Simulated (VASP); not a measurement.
# Li (Im-3m) in VASP: single point with r2SCAN+rVV10

Aim: the single point of Li with r2SCAN+rVV10.

Everything below comes from runs of VASP 6.6.1. Logs are shortened: lines on timing, memory, paths and dates and some standing lists are left out, and cuts for length are marked.

**1. The cell of the first run**

It takes space group Im-3m (No. 229, cubic). Conventional cell: a = 3.474 Å, b = 3.474 Å, c = 3.474 Å, α = 90.00°, β = 90.00°, γ = 90.00°. Li (site symmetry m-3m) has 14 Li at 3.01 to 3.47 Å within 4.0 Å.

**2. Single point, r2SCAN+rVV10**

File POSCAR:

```
Li
1.0
    3.4738149485      0.0000000000      0.0000000000
    0.0000000000      3.4738149485      0.0000000000
    0.0000000000      0.0000000000      3.4738149485
Li
2
Direct
    0.0000000000      0.0000000000      0.0000000000
    0.5000000000      0.5000000000      0.5000000000
```

File INCAR.step1:

```
SYSTEM = Li
  ALGO = Normal
  EDIFF = 1E-4
  ENCUT = 520
  GGA = PE
  ISMEAR = 1
  LASPH = .True.
  LCHARG = .False.
  LREAL = .False.
  LWAVE = .True.
  NBANDS = 10
  NELM = 80
  PREC = Accurate
  SIGMA = 0.1
```

File INCAR.step2:

```
SYSTEM = Li
  ALGO = Normal
  BPARAM = 11.95
  CPARAM = 0.0093
  EDIFF = 1E-6
  ENCUT = 520
  ISIF = 2
  ISMEAR = 1
  ISTART = 1
  IVDW_NL = 2
  LASPH = .True.
  LCHARG = .False.
  LMIXTAU = .True.
  LREAL = .False.
  LUSE_VDW = .True.
  LWAVE = .False.
  METAGGA = R2SCAN
  NBANDS = 10
  NELM = 80
  PREC = Accurate
  SIGMA = 0.1
```

File KPOINTS:

```
k-points
0
Gamma
  20 20 20
  0 0 0
```

Potentials or basis: VASP PAW PBE potentials, release 64 (Li_sv).

Run with:

```
cat potpaw_PBE.64/Li_sv/POTCAR > POTCAR
cp INCAR.step1 INCAR
mpirun -np 1 vasp_std > vasp.out
cp INCAR.step2 INCAR
mpirun -np 1 vasp_std > vasp.out
```

OUTCAR:

```text
SYSTEM = Li
   BPARAM = 11.95
   EDIFF = 1E-6
   ENCUT = 520
   ISIF = 2
   ISMEAR = 1
   ISTART = 1
   IVDW_NL = 2
   LASPH = .True.
   LREAL = .False.
   METAGGA = R2SCAN
   NELM = 80
   PREC = Accurate

 ion  position               nearest neighbor table
   1  0.000  0.000  0.000-
   2  0.500  0.500  0.500-

  LATTYP: Found a simple cubic cell.
 ALAT       =     3.4738149485

  Lattice vectors:

 A1 = (   3.4738149485,   0.0000000000,   0.0000000000)
 A2 = (   0.0000000000,   3.4738149485,   0.0000000000)
 A3 = (   0.0000000000,   0.0000000000,   3.4738149485)

Analysis of symmetry for initial positions (statically):
=====================================================================
 Subroutine PRICEL returns following result:

  LATTYP: Found a body centered cubic cell.
 ALAT       =     3.4738149485

  Lattice vectors:

 A1 = (   1.7369074742,   1.7369074743,  -1.7369074742)
 A2 = (  -1.7369074742,   1.7369074742,   1.7369074742)
 A3 = (   1.7369074742,  -1.7369074742,   1.7369074743)

   2 primitive cells build up your supercell.

 Routine SETGRP: Setting up the symmetry group for a
 simple cubic supercell.

 Subroutine GETGRP returns: Found 48 space group operations
 (whereof 48 operations were pure point group operations)
 out of a pool of 48 trial point group operations.

The static configuration has the point symmetry O_h .

Analysis of symmetry for dynamics (positions and initial velocities):
=====================================================================
 Subroutine PRICEL returns following result:

  LATTYP: Found a body centered cubic cell.
 ALAT       =     3.4738149485

  Lattice vectors:

 A1 = (   1.7369074742,   1.7369074743,  -1.7369074742)
 A2 = (  -1.7369074742,   1.7369074742,   1.7369074742)
 A3 = (   1.7369074742,  -1.7369074742,   1.7369074743)

   2 primitive cells build up your supercell.

 Routine SETGRP: Setting up the symmetry group for a
 simple cubic supercell.

 Subroutine GETGRP returns: Found 48 space group operations
 (whereof 48 operations were pure point group operations)
 out of a pool of 48 trial point group operations.

The dynamic configuration has the point symmetry O_h .

[... 97 lines left out ...]
   LREAL  =      F    real-space projection
   EDIFFG = 0.1E-04   stopping-criterion for IOM
   NSW    =      0    number of steps for IOM
   IBRION =     -1    ionic relax: 0-MD 1-quasi-New 2-CG
   NFREE  =      0    steps in history (QN), initial steepest desc. (CG)
   ISIF   =      2    stress and relaxation
   ISYM   =      2    0-nonsym 1-usesym 2-fastsym
   POTIM  = 0.5000    time-step for ionic-motion
   TEBEG  =    0.0;   TEEND  =   0.0 temperature during run
   PSTRESS=    0.0 pullay stress
   NELECT =       6.0000    total number of electrons
   NUPDOWN=      -1.0000    fix difference up-down
   EMIN   =  10.00;   EMAX   =-10.00  energy-range for DOS
   EFERMI =   0.00;   METHOD = LEGACY
   ISMEAR =     1;   SIGMA  =   0.10  broadening in eV -4-tet -1-fermi 0-gaus
   EFERMI_NEDOS =   21; number of points for ismear=-14 and -15
   IALGO  =     38    algorithm
   IMIX   =      4    mixing-type and parameters
     AMIX     =   0.40;   BMIX     =  1.00
     AMIX_MAG =   1.60;   BMIX_MAG =  1.00
  volume/ion in A,a.u.               =      20.96       141.44
  Fermi-wavevector in a.u.,A,eV,Ry     =   0.856351  1.618269  9.977660  0.733337
  Thomas-Fermi vector in A             =   1.973240
   LORBIT       =      0    0 simple, 1 ext, 2 COOP (PROOUT), +10 PAW based schemes
   METAGGA = R2SCAN    functional components
   LHFCALC =     F    Hartree Fock is set to
   AEXX    =    0.0000 exact exchange contribution
   IVDW_NL    =     2    kernel type
   BPARAM     =11.9500
   IVDW    =     0    specifies the selected vdW correction
   LEPSILON=     F    determine dielectric tensor
   LRPA    =     F    only Hartree local field effects (RPA)
 non-spin polarized calculation
 Methfessel and Paxton  Order N= 1 SIGMA  =   0.10
  energy-cutoff  :      520.00
  volume of cell :       41.92
 maximum number of plane-waves:      1157
 NGX is ok and might be reduce to    28
   NGX = 13   NGY = 13   NGZ = 13

 number of electron       6.0000016 magnetization

 Free energy of the ion-electron system (eV)
  ---------------------------------------------------
  ext. energy  EPLUGINS =         0.00000000
  ---------------------------------------------------
  free energy    TOTEN  =        -4.59054971 eV

  energy without entropy =       -4.59012113  energy(sigma->0) =       -4.59040685

 E-fermi :   0.5617     XC(G=0):  -7.3661

 val. band max:        0.5564636657   @ k =   0.4000   0.4000   0.2500
 cond. band min:       0.5734631065   @ k =   0.4000   0.1000   0.0500
 fundamental gap:      0.0169994408
 Fermi energy:         0.5617422680

 k-point     1 :       0.0000    0.0000    0.0000
  band No.  band energies     occupation
      1     -47.5465      2.00000
      2     -47.5165      2.00000
      3      -3.2860      2.00000
      4       6.4871      0.00000
      5       6.4871      0.00000
      6       6.4871      0.00000
      7       8.5971      0.00000
      8       8.5971      0.00000
      9      15.1050      0.00000
     10      16.4826      0.00000
[... 287 lines left out ...]
 k-point    24 :       0.2000    0.1000    0.0000
  band No.  band energies     occupation
      1     -47.5425      2.00000
      2     -47.5191      2.00000
      3      -2.7767      2.00000
      4       3.4698      0.00000
      5       5.9600      0.00000
      6       7.1334      0.00000
      7      10.2153      0.00000
      8      12.5566      0.00000
      9      13.2271      0.00000
     10      14.2943      0.00000

 [... further k-points ...]

------------------------ aborting loop because EDIFF is reached ----------------------------------------

  FORCE on cell =-STRESS in cart. coord.  units (eV):
  Direction    XX          YY          ZZ          XY          YZ          ZX
  --------------------------------------------------------------------------------------
  -------------------------------------------------------------------------------------
  Total       -0.0198740     -0.0198740     -0.0198740      0.0000000      0.0000000      0.0000000
  in kB       -0.7595852     -0.7595852     -0.7595852      0.0000000      0.0000000      0.0000000
  external PRESSURE =      -0.7595852 kB  Pullay stress =       0.0000000 kB

 VOLUME and BASIS-vectors are now :
 -----------------------------------------------------------------------------
  energy-cutoff  :      520.00
  volume of cell :       41.92
      direct lattice vectors                 reciprocal lattice vectors
     3.473814948  0.000000000  0.000000000     0.287867953  0.000000000  0.000000000
     0.000000000  3.473814948  0.000000000     0.000000000  0.287867953  0.000000000
     0.000000000  0.000000000  3.473814948     0.000000000  0.000000000  0.287867953

 POSITION                                       TOTAL-FORCE (eV/Angst)
 -----------------------------------------------------------------------------------
      0.00000      0.00000      0.00000        -0.000000      0.000000     -0.000000
      1.73691      1.73691      1.73691         0.000000     -0.000000      0.000000
 -----------------------------------------------------------------------------------
    total drift:                                0.000000      0.000000      0.000000

  FREE ENERGIE OF THE ION-ELECTRON SYSTEM (eV)
  ---------------------------------------------------
  free  energy   TOTEN  =        -4.5905497143 eV

  energy  without entropy=       -4.5901211326  energy(sigma->0) =       -4.59040685
```

OSZICAR.step1:

```text
N       E                     dE             d eps       ncg     rms          rms(c)
DAV:   1     0.109718339708E+02    0.10972E+02   -0.23902E+03  5720   0.545E+02
DAV:   2    -0.219735368885E+01   -0.13169E+02   -0.12923E+02  7530   0.984E+01
DAV:   3    -0.377394267537E+01   -0.15766E+01   -0.15625E+01  9044   0.232E+01
DAV:   4    -0.380948776624E+01   -0.35545E-01   -0.35510E-01  7592   0.381E+00
DAV:   5    -0.381009472100E+01   -0.60695E-03   -0.60690E-03  7480   0.413E-01    0.326E-01
DAV:   6    -0.380782723589E+01    0.22675E-02   -0.60101E-04 10078   0.119E-01    0.185E-01
DAV:   7    -0.380673499717E+01    0.10922E-02   -0.12852E-03 10600   0.165E-01    0.377E-02
DAV:   8    -0.380673216181E+01    0.28354E-05   -0.26820E-05  4474   0.436E-02
   1 F= -.38067322E+01 E0= -.38065744E+01  d E =-.473354E-03
```

Run time: 7.2 min. Hardware: 1 thread of Intel Xeon Platinum 8375C at 2.90GHz (Ice Lake), shared host; peak memory 0.32 GiB.

Results:

```
Free energy            : -4.5905 eV
Band gap on the k mesh : zero (bands 3 and 4 overlap by 4.83 eV)
```

Caveat: the cutoff is under 1.25 times the usual one of these potentials, so pressure, stress and relaxed cells hold a basis-set (Pulay) error; the PAW data sets were made with another functional, which shifts forces and pressure a little.
